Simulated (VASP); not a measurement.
# Fe2Pt (P-3m1) in VASP: a series of runs, part 2 of 2

VASP 6.6.1. The steps go on from the part before.

## (4) Single point, PBE, collinear spin, ferromagnetic start

This run uses another cell than the first one, of 13.40 Å³/atom, 1.037 times its volume.

File INCAR:

```
  ALGO = Normal
  EDIFF = 1E-7
  ENCUT = 520
  GGA = PE
  ISIF = 2
  ISMEAR = 0
  ISPIN = 2
  LASPH = T
  LCHARG = F
  LMAXMIX = 4
  LORBIT = 11
  LREAL = F
  LWAVE = F
  MAGMOM = 4 4 0
  NBANDS = 24
  NELM = 150
  PREC = Accurate
  SIGMA = 0.1
```

File KPOINTS:

```
k-points
0
Gamma
  6 6 6
```

File POSCAR:

```
Fe2Pt
1.0
    4.1864306132      0.0000000000      0.0000000000
   -2.0932153066      3.6255552622      0.0000000000
    0.0000000000      0.0000000000      2.6480873224
Fe Pt
2 1
Direct
    0.3333333333      0.6666666667      0.8861206674
    0.6666666667      0.3333333333      0.1138793326
    0.0000000000      0.0000000000      0.5000000000
```

Potentials or basis: VASP PAW PBE potentials, release 64 (Fe, Pt).

Command:

```
$ cat potpaw_PBE.64/Fe/POTCAR potpaw_PBE.64/Pt/POTCAR > POTCAR
$ mpirun -np 1 vasp_std > vasp.out
```

OUTCAR:

```text
EDIFF = 1E-7
   ENCUT = 520
   GGA = PE
   ISIF = 2
   ISMEAR = 0
   ISPIN = 2
   LASPH = T
   LORBIT = 11
   LREAL = F
   NELM = 150
   PREC = Accurate

 ion  position               nearest neighbor table
   1  0.333  0.667  0.886-   2 2.49   2 2.49   2 2.49   3 2.62   3 2.62   3 2.62   3 2.91   3 2.91
                             3 2.91
   2  0.667  0.333  0.114-   1 2.49   1 2.49   1 2.49   3 2.62   3 2.62   3 2.62   3 2.91   3 2.91
                             3 2.91
   3  0.000  0.000  0.500-   1 2.62   2 2.62   1 2.62   2 2.62   2 2.62   1 2.62   2 2.91   1 2.91
                             1 2.91   2 2.91   2 2.91   1 2.91

  LATTYP: Found a hexagonal cell.
 ALAT       =     4.1864306132
 C/A-ratio  =     0.6325405977

  Lattice vectors:

 A1 = (   4.1864306132,   0.0000000000,   0.0000000000)
 A2 = (  -2.0932153066,   3.6255552622,   0.0000000000)
 A3 = (   0.0000000000,   0.0000000000,   2.6480873224)

Analysis of symmetry for initial positions (statically):
=====================================================================
 Subroutine PRICEL returns:
 Original cell was already a primitive cell.

 Routine SETGRP: Setting up the symmetry group for a
 hexagonal supercell.

 Subroutine GETGRP returns: Found 12 space group operations
 (whereof 12 operations were pure point group operations)
 out of a pool of 24 trial point group operations.

The static configuration has the point symmetry D_3d.

Analysis of symmetry for dynamics (positions and initial velocities):
=====================================================================
 Subroutine PRICEL returns:
 Original cell was already a primitive cell.

 Routine SETGRP: Setting up the symmetry group for a
 hexagonal supercell.

 Subroutine GETGRP returns: Found 12 space group operations
 (whereof 12 operations were pure point group operations)
 out of a pool of 24 trial point group operations.

The dynamic configuration has the point symmetry D_3d.

Analysis of structural, dynamic, and magnetic symmetry:
[... 159 lines left out ...]

  energy without entropy =      -22.81397154  energy(sigma->0) =      -22.81982231

 E-fermi :   7.6280     XC(G=0): -12.8874

 val. band max:        7.6197908959   @ k =   0.0000   0.0000   0.0000
 cond. band min:       7.6412729845   @ k =   0.1667   0.1667   0.0000
 fundamental gap:      0.0214820886
 Fermi energy:         7.6279557391

 spin component 1

 k-point     1 :       0.0000    0.0000    0.0000
  band No.  band energies     occupation
      1      -1.6106      1.00000
      2       1.6573      1.00000
      3       3.1511      1.00000
      4       3.1511      1.00000
      5       4.2282      1.00000
      6       4.2769      1.00000
[... 637 lines left out ...]
     23      19.9452      0.00000
     24      22.8811      0.00000

 [... further k-points ...]

 spin component 2

 k-point     1 :       0.0000    0.0000    0.0000
  band No.  band energies     occupation
      1      -1.4435      1.00000
      2       2.0383      1.00000
      3       3.4739      1.00000
      4       3.4739      1.00000
      5       5.8223      1.00000
      6       5.8223      1.00000
[... 637 lines left out ...]
     23      20.5497      0.00000
     24      23.3517      0.00000

 [... further k-points ...]

------------------------ aborting loop because EDIFF is reached ----------------------------------------

  FORCE on cell =-STRESS in cart. coord.  units (eV):
  Direction    XX          YY          ZZ          XY          YZ          ZX
  --------------------------------------------------------------------------------------
  -------------------------------------------------------------------------------------
  Total       -0.0147668     -0.0147668     -0.1126439      0.0000000      0.0000000      0.0000000
  in kB       -0.5886336     -0.5886336     -4.4902172      0.0000000      0.0000000      0.0000000
  external PRESSURE =      -1.8891615 kB  Pullay stress =       0.0000000 kB

 VOLUME and BASIS-vectors are now :
 -----------------------------------------------------------------------------
  energy-cutoff  :      520.00
  volume of cell :       40.19
      direct lattice vectors                 reciprocal lattice vectors
     4.186430613  0.000000000  0.000000000     0.238866971  0.137909910  0.000000000
    -2.093215307  3.625555262  0.000000000     0.000000000  0.275819820  0.000000000
     0.000000000  0.000000000  2.648087322     0.000000000  0.000000000  0.377631051

 POSITION                                       TOTAL-FORCE (eV/Angst)
 -----------------------------------------------------------------------------------
     -0.00000      2.41704      2.34652         0.000000      0.000000      0.012769
      2.09322      1.20852      0.30156        -0.000000     -0.000000     -0.012769
      0.00000      0.00000      1.32404         0.000000      0.000000      0.000000
 -----------------------------------------------------------------------------------
    total drift:                               -0.000000      0.000000     -0.000000

  FREE ENERGIE OF THE ION-ELECTRON SYSTEM (eV)
  ---------------------------------------------------
  free  energy   TOTEN  =       -22.8256730838 eV

  energy  without entropy=      -22.8139715367  energy(sigma->0) =      -22.81982231

 total charge

# of ion       s       p       d       tot
------------------------------------------
    1        0.421   0.451   6.178   7.049
    2        0.421   0.451   6.178   7.049
    3        0.729   0.681   8.006   9.416
--------------------------------------------------
tot          1.570   1.582  20.362  23.515

 magnetization (x)

# of ion       s       p       d       tot
------------------------------------------
    1        0.003  -0.020   2.785   2.768
    2        0.003  -0.020   2.785   2.768
    3       -0.015  -0.087   0.517   0.415
--------------------------------------------------
tot         -0.010  -0.126   6.086   5.950
```

stdout:

```text
POSCAR found type information on POSCAR FePt
 POSCAR found :  2 types and       3 ions
 scaLAPACK will be used
 LDA part: xc-table for (Slater+PW92), standard interpolation
 POSCAR, INCAR and KPOINTS ok, starting setup
 FFT: planning ... GRIDC
 FFT: planning ... GRID_SOFT
 FFT: planning ... GRID
 WAVECAR not read
 entering main loop
```

It took 80 s on 1 thread of Intel Xeon 8259CL, shared host; peak memory 0.21 GiB.

Results:

```
Free energy                                           : -22.8257 eV
Pressure                                              : -0.2 GPa
Largest force                                         : 0.013 eV/Å
Band gap on the k mesh                                : zero (filled and empty bands overlap)
Net moment                                            : 5.98 μB per cell
Site moments                                          : Fe +2.77; Pt +0.41 μB
Valence electrons inside the program's atomic spheres : Fe 7.05; Pt 9.42
```

Forces on the atoms (eV/Å):
```
Fe   0.000  0.000  0.013
Fe   0.000  0.000 -0.013
Pt   0.000  0.000  0.000
```

Levels at points of the mesh, in eV from the Fermi level:
Spin up:
| k point | band 13 | band 14 | band 15 | band 16 | band 17 | band 18 | band 19 | band 20 |
| --- | --- | --- | --- | --- | --- | --- | --- | --- |
| (0.00, 0.00, 0.00) | -1.76 | -1.76 | -1.02 | -1.02 | 5.79 | 5.79 | 7.08 | 7.39 |
| (0.50, 0.00, 0.00) | -1.33 | -1.27 | -1.05 | -1.03 | -0.12 | 0.09 | 6.53 | 13.67 |
| (0.00, 0.00, 0.50) | -0.71 | -0.39 | -0.39 | 0.91 | 2.19 | 7.96 | 7.96 | 8.07 |
| (0.50, 0.00, 0.50) | -1.20 | -0.83 | -0.13 | 0.02 | 2.23 | 4.12 | 6.05 | 9.05 |
Spin down:
```
           k point  band 8  band 9  band 10  band 11  band 12  band 13
(0.00, 0.00, 0.00)   -1.43   -1.43    -0.70    -0.01    -0.01     1.14
(0.50, 0.00, 0.00)   -1.07   -1.04    -0.37     0.22     0.56     1.21
(0.00, 0.00, 0.50)   -1.15    0.89     0.89     1.44     1.44     1.66
(0.50, 0.00, 0.50)   -1.07   -0.16    -0.15     0.70     1.11     1.14
```

Caveat: the k points lie up to 0.40 Å⁻¹ apart; spin-orbit coupling is left out, which moves the levels of the heavy elements.
